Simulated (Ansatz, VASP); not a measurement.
# Ga4AsP3: VASP beside Ansatz

```
P Ga As
1.0
    -2.75198    2.75198    5.50289
     2.75198   -2.75198    5.50289
     2.75198    2.75198   -5.50289
P Ga As
3 4 1
Direct
  0.25000 0.75000 0.50000
  0.50000 0.50000 0.00000
  0.75000 0.25000 0.50000
  0.87114 0.38309 0.00000
  0.12886 0.12886 0.51194
  0.38309 0.87114 0.00000
  0.61691 0.61691 0.48806
  0.00000 0.00000 0.00000
```

Alike in both runs: task single point; functional r2SCAN; k mesh 6 × 6 × 6; no spin polarisation.

|  | VASP | Ansatz |
| --- | --- | --- |
| version | VASP 6.6.1 | Ansatz 0.2.0 |
| potentials or method | VASP PAW PBE potentials, release 64 (P, Ga_d, As) | plane waves, PAW |
| plane-wave cutoff (eV) | 520 | 500 |
| occupations | gaussian, width 0.01 eV | fixed |
| valence electrons in the cell | 72 | 82 |

|  | VASP | Ansatz | Ansatz less VASP |
| --- | --- | --- | --- |
| gap on the k mesh at the Fermi level (eV) | 1.71 | 1.70 | -0.003 |
| pressure (GPa) | 0.0 | 0.0 | -0.02 |
| rms of the force components (eV/Å) | 0.003 | 0.001 | -0.0025 |

VASP's potentials were made for PBE, not for r2SCAN. VASP's potentials hold 72 valence electrons a cell and Ansatz's 82, so a difference there can come from the potentials and not from the codes.
